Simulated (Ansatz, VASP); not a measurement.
# Cu in VASP and in Ansatz

The input INCAR:

```
PREC = Accurate
ENCUT = 520
EDIFF = 1E-7
ISMEAR = -1
SIGMA = 0.05
LREAL = F
LASPH = T
NELM = 60
ALGO = Fast
ISIF = 2
LWAVE = F
LCHARG = F
NBANDS = 18
```

The input KPOINTS:

```
regular mesh
0
Gamma
  12 12 7
```

The input POSCAR:

```
Cu
1.0
    2.5340966698      0.0000000000      0.0000000000
   -1.2670483349      2.1945920917      0.0000000000
    0.0000000000      0.0000000000      4.1125710000
Cu
2
Direct
    0.6666666667      0.3333333333      0.7500000000
    0.3333333333      0.6666666667      0.2500000000
```

input.yaml

```yaml
crystal:
  lattice:
    - [2.5340966698, 0.0, 0.0]
    - [-1.2670483349, 2.1945920917, 0.0]
    - [0.0, 0.0, 4.112571]
  atoms:
    - { symbol: Cu, position: [0.6666666667, 0.3333333333, 0.75] }
    - { symbol: Cu, position: [0.3333333333, 0.6666666667, 0.25] }
hamiltonian:
  xc: lda
  pseudopotentials: { kind: paw }
kpoints:
  mp_grid: { grid: [12, 12, 7] }
scf:
  occupations: { method: fermi_dirac, width: 0.05 }
output:
  forces: true
  stress: true
  eigenvalues: true
  write_density: true
  write_potential: true
  elf: true
  volumetric_format: npy
```

Alike in both runs: task single point; functional LDA; k mesh 12 × 12 × 7; occupations fermi-dirac, width 0.05 eV; no spin polarisation.

```csv
,VASP,Ansatz
version,VASP 6.6.1,Ansatz 0.2.0
potentials or method,"VASP PAW LDA potentials, release 64 (Cu)",Ansatz PAW
plane-wave cutoff (eV),520,420
valence electrons in the cell,22,38
```

|  | VASP | Ansatz | Ansatz less VASP |
| --- | --- | --- | --- |
| gap on the k mesh at the Fermi level (eV) | none | none | - |
| pressure (GPa) | -7.1 | -7.9 | -0.80 |
| traceless stress, the component that is largest in VASP (GPa) | 0.09 | 0.17 | +0.075 |

LDA's correlation is that of Perdew and Zunger in VASP and of Perdew and Wang (1992) in Ansatz. A gap of «none» marks a metal or a gap that the smearing closes. VASP's potentials hold 22 valence electrons a cell and Ansatz's 38, so a difference there can come from the potentials and not from the codes.
